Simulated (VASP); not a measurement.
# Sc12H (a cell with a defect) in VASP: notebook

Runs on Sc12H (a cell with a defect). Level: PBE+D3(BJ). Tasks: single point.

Everything below comes from runs of VASP 6.6.1. Logs are shortened: lines on timing, memory, paths and dates and some standing lists are left out, and cuts for length are marked.

## (1) The cell of the first run

The cell holds a defect, 13 atoms: a = 6.620 Å, b = 9.930 Å, c = 5.276 Å, α = 90.00°, β = 90.00°, γ = 120.00°.

## (2) Single point, PBE+D3(BJ)

File INCAR:

```
PREC = Accurate
ENCUT = 520
EDIFF = 1E-6
ISMEAR = 0
SIGMA = 0.15
LREAL = F
LASPH = T
NELM = 60
ALGO = Normal
ISIF = 2
LWAVE = F
LCHARG = T
GGA = PE
IVDW = 12
LELF = T
LVHAR = T
NBANDS = 78
```

File KPOINTS:

```
regular mesh
0
Gamma
  3 2 3
```

File POSCAR:

```
Sc12H
1.0
    6.6200000000      0.0000000000      0.0000000000
   -4.9650000000      8.5996320000      0.0000000000
    0.0000000000      0.0000000000      5.2761400000
Sc H
12 1
Direct
    0.0003775381     -0.0012367971      0.0009704064
    0.1638970121      0.2198673153      0.5012734689
    0.0018496343      0.3344331478      0.0010606239
    0.1702980038      0.5526843474      0.4997572089
    0.0005838345      0.6665681741     -0.0106178001
    0.1723606826      0.8952962173      0.4999827525
    0.5001101506      0.0000431414      0.0008862540
    0.6690438939      0.2230947789      0.5011896955
    0.5002491173      0.3335748553      0.0012973500
    0.6594161677      0.5523637523      0.4999094035
    0.4998100813      0.6655590611      0.0007422093
    0.6670649582      0.8889510621      0.5009463358
    0.0010162928      0.6674970510      0.5301195571
```

Potentials or basis: VASP PAW PBE potentials, release 64 (Sc_sv, H).

Started as:

```bash
$ cat potpaw_PBE.64/Sc_sv/POTCAR potpaw_PBE.64/H/POTCAR > POTCAR
$ mpirun -np 1 vasp_std > vasp.out
```

OUTCAR:

```text
PREC = Accurate
   ENCUT = 520
   EDIFF = 1E-6
   ISMEAR = 0
   LREAL = F
   LASPH = T
   NELM = 60
   ISIF = 2
   GGA = PE
   IVDW = 12
 IVDW          = 12

 ion  position               nearest neighbor table
   1  0.000  0.999  0.001-   6 3.23   6 3.24   2 3.25   2 3.25  12 3.26  12 3.26   5 3.30   7 3.30
                            11 3.31   9 3.32   7 3.32   3 3.33
   2  0.164  0.220  0.501-   1 3.25   6 3.25   1 3.25   3 3.26   3 3.26   9 3.27   9 3.27   4 3.28
                            12 3.29  10 3.29   8 3.29   8 3.33
   3  0.002  0.334  0.001-   4 3.23   4 3.24   8 3.26   8 3.26   2 3.26   2 3.26  11 3.29   5 3.30
                             9 3.30   9 3.32   7 3.32   1 3.33
   4  0.170  0.553  0.500-  13 1.96   3 3.23   5 3.24  10 3.24  11 3.24   3 3.24  11 3.25   2 3.28
                             8 3.30  12 3.31   5 3.33  10 3.38   6 3.40
   5  0.001  0.667  0.989-   4 3.24  10 3.24   6 3.25   1 3.30   3 3.30   7 3.31   9 3.31  11 3.31
                            11 3.31   4 3.33  10 3.33   6 3.34
   6  0.172  0.895  0.500-  13 1.97   1 3.23   7 3.24   1 3.24   7 3.24   5 3.25   2 3.25   8 3.27
                            12 3.31  12 3.31   5 3.34   4 3.40  10 3.40
   7  0.500  0.000  0.001-   6 3.24   6 3.24  12 3.26  12 3.26   8 3.26   8 3.26   1 3.30   5 3.31
                             9 3.31   1 3.32  11 3.32   3 3.32
   8  0.669  0.223  0.501-   3 3.26   3 3.26   7 3.26   9 3.26   9 3.26   7 3.26   6 3.27   2 3.29
                             4 3.30  10 3.30  12 3.31   2 3.33
   9  0.500  0.334  0.001-  10 3.23  10 3.25   8 3.26   8 3.26   2 3.27   2 3.27  11 3.30   3 3.30
                             5 3.31   7 3.31   3 3.32   1 3.32
  10  0.659  0.552  0.500-  13 1.96   9 3.23   4 3.24   5 3.24  11 3.24   9 3.25  11 3.25   2 3.29
                             8 3.30  12 3.32   5 3.33   4 3.38   6 3.40
  11  0.500  0.666  0.001-   4 3.24  10 3.24  10 3.25   4 3.25  12 3.26  12 3.26   3 3.29   9 3.30
                             5 3.31   5 3.31   1 3.31   7 3.32
  12  0.667  0.889  0.501-   1 3.26   1 3.26   7 3.26   7 3.26  11 3.26  11 3.26   2 3.29   6 3.31
                             8 3.31   6 3.31   4 3.31  10 3.32
  13  0.001  0.667  0.530-   4 1.96  10 1.96   6 1.97

  LATTYP: Found a simple monoclinic cell.
 ALAT       =     6.6200000000
 B/A-ratio  =     0.7970000000
 C/A-ratio  =     1.3228756170
 COS(beta)  =    -0.1889822420

  Lattice vectors:

 A1 = (   6.6200000000,   0.0000000000,   0.0000000000)
 A2 = (   0.0000000000,   0.0000000000,   5.2761400000)
 A3 = (  -1.6550000000,  -8.5996320000,   0.0000000000)

Analysis of symmetry for initial positions (statically):
=====================================================================
 Subroutine PRICEL returns:
 Original cell was already a primitive cell.

 Routine SETGRP: Setting up the symmetry group for a
 simple monoclinic supercell.

 Subroutine GETGRP returns: Found  1 space group operations
 (whereof  1 operations were pure point group operations)
 out of a pool of  4 trial point group operations.

The static configuration has the point symmetry C_1 .

Analysis of symmetry for dynamics (positions and initial velocities):
=====================================================================
 Subroutine PRICEL returns:
 Original cell was already a primitive cell.

 Routine SETGRP: Setting up the symmetry group for a
 simple monoclinic supercell.

 Subroutine GETGRP returns: Found  1 space group operations
 (whereof  1 operations were pure point group operations)
 out of a pool of  4 trial point group operations.

The dynamic configuration has the point symmetry C_1 .

 Subroutine INISYM returns: Found  1 space group operations
 (whereof  1 operations are pure point group operations),
 and found     1 'primitive' translations

----------------------------------------------------------------------------------------

                                     Primitive cell

  volume of cell :     300.3683

  direct lattice vectors                    reciprocal lattice vectors
     6.620000000  0.000000000  0.000000000     0.151057402  0.087213034  0.000000000
    -4.965000000  8.599632000  0.000000000     0.000000000  0.116284046  0.000000000
     0.000000000  0.000000000  5.276140000     0.000000000  0.000000000  0.189532499

  length of vectors
     6.620000000  9.929999775  5.276140000     0.174426065  0.116284046  0.189532499
[... 69 lines left out ...]
|                                                                             |
 -----------------------------------------------------------------------------

 Subroutine IBZKPT returns following result:
 ===========================================

 Found     10 irreducible k-points:

 Following reciprocal coordinates:
            Coordinates               Weight
  0.000000  0.000000  0.000000      1.000000
  0.333333  0.000000  0.000000      2.000000
  0.000000  0.500000  0.000000      1.000000
  0.333333  0.500000  0.000000      2.000000
  0.000000  0.000000  0.333333      2.000000
  0.333333  0.000000  0.333333      2.000000
 -0.333333 -0.000000  0.333333      2.000000
  0.000000  0.500000  0.333333      2.000000
  0.333333  0.500000  0.333333      2.000000
 -0.333333  0.500000  0.333333      2.000000
   k-points           NKPTS =     10   k-points in BZ     NKDIM =     10   number of bands    NBANDS=     78
   number of dos      NEDOS =    301   number of ions     NIONS =     13
   total plane-waves  NPLWV = 160000
   dimension x,y,z NGX =    50 NGY =   80 NGZ =   40
   dimension x,y,z NGXF=   100 NGYF=  160 NGZF=   80
   ions per type =              12   1
   NGX,Y,Z   is equivalent  to a cutoff of  12.56, 13.39, 12.60 a.u.
   NGXF,Y,Z  is equivalent  to a cutoff of  25.11, 26.79, 25.21 a.u.
 SYSTEM =  unknown system
   PREC   = accura    normal or accurate (medium, high low for compatibility)
   ISTART =      0    job   : 0-new  1-cont  2-samecut
   ICHARG =      2    charge: 1-file 2-atom 10-const
   ISPIN  =      1    spin polarized calculation?
   LNONCOLLINEAR =      F non collinear calculations
   LSORBIT =      F    spin-orbit coupling
   LASPH  =      T    aspherical Exc in radial PAW
   ENCUT  =  520.0 eV  38.22 Ry    6.18 a.u.  12.31 18.46  9.81*2*pi/ulx,y,z
   NELM   =     60;   NELMIN=  2; NELMDL= -5     # of ELM steps
   EDIFF  = 0.1E-05   stopping-criterion for ELM
   LREAL  =      F    real-space projection
   EDIFFG = 0.1E-04   stopping-criterion for IOM
   NSW    =      0    number of steps for IOM
   IBRION =     -1    ionic relax: 0-MD 1-quasi-New 2-CG
   NFREE  =      0    steps in history (QN), initial steepest desc. (CG)
   ISIF   =      2    stress and relaxation
   ISYM   =      2    0-nonsym 1-usesym 2-fastsym
   POTIM  = 0.5000    time-step for ionic-motion
   TEBEG  =    0.0;   TEEND  =   0.0 temperature during run
   PSTRESS=    0.0 pullay stress
   NELECT =     133.0000    total number of electrons
   NUPDOWN=      -1.0000    fix difference up-down
   EMIN   =  10.00;   EMAX   =-10.00  energy-range for DOS
   EFERMI =   0.00;   METHOD = LEGACY
   ISMEAR =     0;   SIGMA  =   0.15  broadening in eV -4-tet -1-fermi 0-gaus
   EFERMI_NEDOS =   21; number of points for ismear=-14 and -15
   IALGO  =     38    algorithm
   IMIX   =      4    mixing-type and parameters
     AMIX     =   0.40;   BMIX     =  1.00
     AMIX_MAG =   1.60;   BMIX_MAG =  1.00
  volume/ion in A,a.u.               =      23.11       155.92
  Fermi-wavevector in a.u.,A,eV,Ry     =   1.247788  2.357977 21.183915  1.556974
  Thomas-Fermi vector in A             =   2.381904
   LORBIT       =      0    0 simple, 1 ext, 2 COOP (PROOUT), +10 PAW based schemes
   GGA     = PE    functional components
   LHFCALC =     F    Hartree Fock is set to
   AEXX    =    0.0000 exact exchange contribution
   IVDW    =    12    specifies the selected vdW correction
   LEPSILON=     F    determine dielectric tensor
   LRPA    =     F    only Hartree local field effects (RPA)
 non-spin polarized calculation
 Gauss-broadening in eV      SIGMA  =   0.15
  energy-cutoff  :      520.00
  volume of cell :      300.37
 maximum number of plane-waves:      8103
 NGX is ok and might be reduce to    50
   NGX = 25   NGY = 37   NGZ = 19

 number of electron     133.0000006 magnetization

 Free energy of the ion-electron system (eV)
  ---------------------------------------------------
  ext. energy  EPLUGINS =         0.00000000
  ---------------------------------------------------
  free energy    TOTEN  =       -79.30926079 eV

  energy without entropy =      -79.00113633  energy(sigma->0) =      -79.15519856

 E-fermi :   3.6281     XC(G=0):  -9.8571

 val. band max:        3.6130320454   @ k =  -0.3333  -0.0000   0.3333
 cond. band min:       3.6284425443   @ k =   0.3333   0.0000   0.0000
 fundamental gap:      0.0154104988
 Fermi energy:         3.6281483042

 k-point     1 :       0.0000    0.0000    0.0000
  band No.  band energies     occupation
      1     -45.9617      2.00000
      2     -45.8042      2.00000
      3     -45.7776      2.00000
      4     -45.7635      2.00000
      5     -45.7569      2.00000
      6     -45.7533      2.00000
[... 799 lines left out ...]
     77       4.5695      0.00000
     78       4.6294      0.00000

------------------------ aborting loop because EDIFF is reached ----------------------------------------

 Edisp (eV)   -4.71061

 E8    (eV) :    -2.2639

  FORCE on cell =-STRESS in cart. coord.  units (eV):
  Direction    XX          YY          ZZ          XY          YZ          ZX
  --------------------------------------------------------------------------------------
  -------------------------------------------------------------------------------------
  Total      -4.09417    -4.04790    -7.80073    -0.00761     0.02702    -0.00184
  in kB     -21.83849   -21.59165   -41.60941    -0.04061     0.14413    -0.00980
  external pressure =      -28.35 kB  Pullay stress =        0.00 kB

 VOLUME and BASIS-vectors are now :
 -----------------------------------------------------------------------------
  energy-cutoff  :      520.00
  volume of cell :      300.37
      direct lattice vectors                 reciprocal lattice vectors
     6.620000000  0.000000000  0.000000000     0.151057402  0.087213034  0.000000000
    -4.965000000  8.599632000  0.000000000     0.000000000  0.116284046  0.000000000
     0.000000000  0.000000000  5.276140000     0.000000000  0.000000000  0.189532499

 POSITION                                       TOTAL-FORCE (eV/Angst)
 -----------------------------------------------------------------------------------
     -4.95636      8.58900      0.00512         0.004780     -0.001798     -0.007010
     -0.00664      1.89078      2.64479        -0.003553     -0.004998     -0.003126
     -1.64822      2.87600      0.00560         0.004484      0.006956     -0.005633
     -1.61670      4.75288      2.63679        -0.026379      0.001351     -0.037021
     -3.30565      5.73224      5.22012        -0.000125      0.000922     -0.104360
     -3.30412      7.69922      2.63798        -0.001275     -0.002160     -0.031962
      3.31051      0.00037      0.00468        -0.004012      0.001270     -0.007825
      3.32141      1.91853      2.64435         0.002118      0.000293     -0.002833
      1.65545      2.86862      0.00685        -0.003719     -0.000475     -0.002775
      1.62285      4.75012      2.63759         0.027458      0.007630     -0.035419
      0.00424      5.72356      0.00392         0.000071     -0.009610     -0.008157
      0.00233      7.64465      2.64306         0.000997     -0.001415     -0.002803
     -3.30739      5.74023      2.79698        -0.000844      0.002033      0.248924
 -----------------------------------------------------------------------------------
    total drift:                                0.000254     -0.000193     -0.000695

  FREE ENERGIE OF THE ION-ELECTRON SYSTEM (eV)
  ---------------------------------------------------
  free  energy   TOTEN  =       -84.0198686279 eV

  energy  without entropy=      -83.7117441642  energy(sigma->0) =      -83.86580640
```

Run time: 13 min. Hardware: 1 thread of Intel Xeon Platinum 8488C (Sapphire Rapids), shared host; peak memory 0.44 GiB.

What came out:

```yaml
Free_energy: -84.0199 eV
Pressure: -2.8 GPa
Largest_force: 0.249 eV/Å
Band_gap_on_the_k_mesh: zero (an odd number of electrons rules out a gap without spin polarisation)
Dispersion_energy_per_atom: -0.362 eV
```

Forces on the atoms (eV/Å):
```
Sc   0.005 -0.002 -0.007
Sc  -0.004 -0.005 -0.003
Sc   0.004  0.007 -0.006
Sc  -0.026  0.001 -0.037
Sc   0.000  0.001 -0.104
Sc  -0.001 -0.002 -0.032
Sc  -0.004  0.001 -0.008
Sc   0.002  0.000 -0.003
Sc  -0.004  0.000 -0.003
Sc   0.027  0.008 -0.035
Sc   0.000 -0.010 -0.008
Sc   0.001 -0.001 -0.003
H   -0.001  0.002  0.249
```

Levels at points of the mesh, in eV from the Fermi level:
```csv
k point,band 64,band 65,band 66,band 67,band 68,band 69
"(0.00, 0.00, 0.00)",-0.52,-0.47,-0.42,-0.28,-0.27,0.01
"(0.00, 0.50, 0.00)",-0.53,-0.48,-0.28,-0.28,-0.27,-0.02
```

Caveat: the k points lie up to 0.40 Å⁻¹ apart, too coarse for converged energies and pressures of a metal.

## (3) Single point, PBE+D3(BJ)

File INCAR:

```
SYSTEM = Sc12H
  PREC = Accurate
  ENCUT = 520
  EDIFF = 1E-7
  ISMEAR = 0
  SIGMA = 0.15
  LREAL = .False.
  LASPH = .True.
  NELM = 80
  ALGO = Normal
  ISIF = 2
  LWAVE = .False.
  LCHARG = .False.
  GGA = PE
  IVDW = 12
  NBANDS = 78
```

File KPOINTS:

```
regular mesh
0
Gamma
  3 2 3
  0 0 0
```

File POSCAR:

```
Sc12H
1.0
    6.6200000000      0.0000000000      0.0000000000
   -4.9650000000      8.5996320000      0.0000000000
    0.0000000000      0.0000000000      5.2761400000
Sc H
12 1
Direct
    0.0000688839     -0.0014416896     -0.0024360612
    0.1635915997      0.2196518409      0.4971769134
    0.0015323847      0.3342133710     -0.0025677863
    0.1700110638      0.5524632915      0.4988302054
    0.0002596705      0.6663472344      0.0094167327
    0.1720121595      0.8950365551      0.4985925317
    0.4997943027     -0.0001739609     -0.0023551308
    0.6687115119      0.2228687228      0.4972546217
    0.4999387638      0.3333650789     -0.0028536013
    0.6590638945      0.5521411846      0.4986588680
    0.4995028100      0.6653544012     -0.0022167721
    0.6667488846      0.8887354715      0.4975514296
    0.0006750551      0.6672475055      0.4673964300
```

Potentials or basis: VASP PAW PBE potentials, release 64 (Sc_sv, H).

Started as:

```bash
$ cat potpaw_PBE.64/Sc_sv/POTCAR potpaw_PBE.64/H/POTCAR > POTCAR
$ mpirun -np 1 vasp_std > vasp.out
```

It took 9.5 min on 1 thread of Intel Xeon Platinum 8488C (Sapphire Rapids), shared host; peak memory 0.47 GiB.

Results (log left out):

```
Free energy                : -84.0214 eV
Pressure                   : -2.8 GPa
Largest force              : 0.254 eV/Å
Band gap on the k mesh     : zero (an odd number of electrons rules out a gap without spin polarisation)
Dispersion energy per atom : -0.362 eV
```

Forces on the atoms (eV/Å):
```
Sc   0.006 -0.002  0.006
Sc  -0.004 -0.005  0.004
Sc   0.005  0.007  0.006
Sc  -0.029  0.002  0.037
Sc   0.000  0.001  0.108
Sc  -0.002 -0.002  0.032
Sc  -0.005  0.001  0.007
Sc   0.002  0.001  0.004
Sc  -0.004 -0.001  0.003
Sc   0.030  0.009  0.035
Sc   0.000 -0.010  0.008
Sc   0.001 -0.002  0.004
H   -0.001  0.002 -0.254
```

Stress tensor (GPa, compression positive):
```
-2.19  0.00  0.00
 0.00 -2.16 -0.01
 0.00 -0.01 -4.15
```

Levels at points of the mesh, in eV from the Fermi level:
| k point | band 64 | band 65 | band 66 | band 67 | band 68 | band 69 |
| --- | --- | --- | --- | --- | --- | --- |
| (0.00, 0.00, 0.00) | -0.52 | -0.47 | -0.42 | -0.28 | -0.27 | 0.01 |
| (0.00, 0.50, 0.00) | -0.53 | -0.48 | -0.28 | -0.28 | -0.27 | -0.02 |

Caveat: the k points lie up to 0.40 Å⁻¹ apart, too coarse for converged energies and pressures of a metal.

## (4) Single point, PBE+D3(BJ)

File INCAR:

```
  PREC = Accurate
  ENCUT = 520
  EDIFF = 1E-7
  ISMEAR = 0
  SIGMA = 0.15
  LREAL = False
  LASPH = True
  NELM = 60
  ALGO = Normal
  ISIF = 2
  LWAVE = False
  LCHARG = False
  GGA = PE
  IVDW = 12
  NBANDS = 78
```

File KPOINTS:

```
Automatic mesh
0
Gamma
  3 2 3
```

File POSCAR:

```
Sc12H
1.0
    6.6200000000      0.0000000000      0.0000000000
   -4.9650000000      8.5996320000      0.0000000000
    0.0000000000      0.0000000000      5.2761400000
Sc H
12 1
Direct
   -0.0001039734     -0.0013076141     -0.0035099524
    0.1643603624      0.2201693049      0.4954862835
    0.0009512891      0.3339497551     -0.0041477292
    0.1674594684      0.5538913758      0.4979845114
   -0.0000693466      0.6662275781      0.0140468221
    0.1688722006      0.8911240621      0.4979909555
    0.4993651530     -0.0005324646     -0.0031545789
    0.6674919491      0.2220088022      0.4957681184
    0.4999725258      0.3332824009     -0.0051084694
    0.6636319929      0.5536915998      0.4974712574
    0.4992090118      0.6652545132     -0.0039214274
    0.6663814388      0.8884761580      0.4967317016
    0.0002223152      0.6666865512      0.4017412351
```

Started as:

```bash
$ cat potpaw_PBE.64/Sc_sv/POTCAR potpaw_PBE.64/H/POTCAR > POTCAR
$ mpirun -np 1 vasp_std > vasp.out
```

Wall time 7 min (1 thread of Intel Xeon Platinum 8488C (Sapphire Rapids), shared host); peak memory 0.44 GiB.

It converged, with:

| Quantity | Value |
| --- | --- |
| Free energy | -84.1039 eV |
| Pressure | -2.8 GPa |
| Largest force | 0.035 eV/Å |
| Band gap on the k mesh | zero (an odd number of electrons rules out a gap without spin polarisation) |
| Dispersion energy per atom | -0.362 eV |

Forces on the atoms (eV/Å):
```
Sc  -0.001 -0.003  0.001
Sc   0.001  0.000  0.005
Sc   0.002 -0.006  0.000
Sc   0.022 -0.013  0.002
Sc   0.001  0.000 -0.035
Sc  -0.003  0.032 -0.006
Sc   0.002  0.000 -0.001
Sc   0.000  0.000  0.007
Sc  -0.002 -0.003  0.001
Sc  -0.024 -0.012  0.000
Sc   0.002  0.004  0.004
Sc   0.002 -0.002  0.009
H   -0.001  0.004  0.013
```

Stress tensor (GPa, compression positive):
```
-2.45  0.00  0.00
 0.00 -2.41 -0.02
 0.00 -0.02 -3.46
```

Levels at points of the mesh, in eV from the Fermi level:
| k point | band 62 | band 63 | band 64 | band 65 | band 66 | band 67 | band 68 | band 69 | band 70 | band 71 |
| --- | --- | --- | --- | --- | --- | --- | --- | --- | --- | --- |
| (0.00, 0.00, 0.00) | -0.55 | -0.54 | -0.52 | -0.47 | -0.41 | -0.28 | -0.28 | 0.02 | 0.10 | 0.34 |
| (0.00, 0.50, 0.00) | -0.60 | -0.55 | -0.54 | -0.47 | -0.28 | -0.28 | -0.28 | -0.05 | 0.04 | 0.85 |

Caveat: the k points lie up to 0.40 Å⁻¹ apart, too coarse for converged energies and pressures of a metal.

(Part 1 of 2 ends here.)
